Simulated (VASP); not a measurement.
Set up this calculation in VASP 6.6.1, as the native input.

```yaml
Task: single point
Functional: PBE
Potentials_or_basis: VASP PAW PBE potentials, release 64 (Zn, F)
Cutoff: 600 eV
k_mesh: 4 × 4 × 6
Occupations: gaussian, width 0.01 eV
Spin: no spin polarisation
Dipole_correction: no
Further_INCAR_settings: ALGO = Normal; EDIFF = 1e-06; NBANDS = 35
```

The structure of ZnF2 lies in POSCAR:

```
ZnF2
1.0
    4.8006864106      0.0000000000      0.0000000000
    0.0000000000      4.8006864106      0.0000000000
    0.0000000000      0.0000000000      3.1754779647
Zn F
2 4
Direct
    0.0000000000      0.0000000000      0.0000000000
    0.5000000000      0.5000000000      0.5000000000
    0.3043954841      0.3043954841      0.0000000000
    0.1956045159      0.8043954841      0.5000000000
    0.8043954841      0.1956045159      0.5000000000
    0.6956045159      0.6956045159      0.0000000000
```

The input as run:

INCAR

```
SYSTEM = ZnF2
  ALGO = Normal
  EDIFF = 1E-6
  ENCUT = 600
  GGA = PE
  GGA_COMPAT = .FALSE.
  ISIF = 2
  ISMEAR = 0
  LASPH = .TRUE.
  LCHARG = .FALSE.
  LREAL = .FALSE.
  LWAVE = .FALSE.
  NBANDS = 35
  NELM = 120
  PREC = Accurate
  SIGMA = 0.01
```

KPOINTS

```
k-points
0
G
  4 4 6
  0 0 0
```

Potentials or basis: VASP PAW PBE potentials, release 64 (Zn, F).

The run is started by

```sh
$ cat potpaw_PBE.64/Zn/POTCAR potpaw_PBE.64/F/POTCAR > POTCAR
$ mpirun -np 1 vasp_std > vasp.out
```

Results of the run:

```
Pressure               : 0.3 GPa
Largest force          : 0.014 eV/Å
Band gap on the k mesh : 3.46 eV
```

Caveat: the structure was generated, so it needn't be the stable form of ZnF2.

It took 32 s on 1 thread of Intel(R) Xeon(R) 6975P-C (Granite Rapids), on a shared host, peak memory 0.22 GiB.
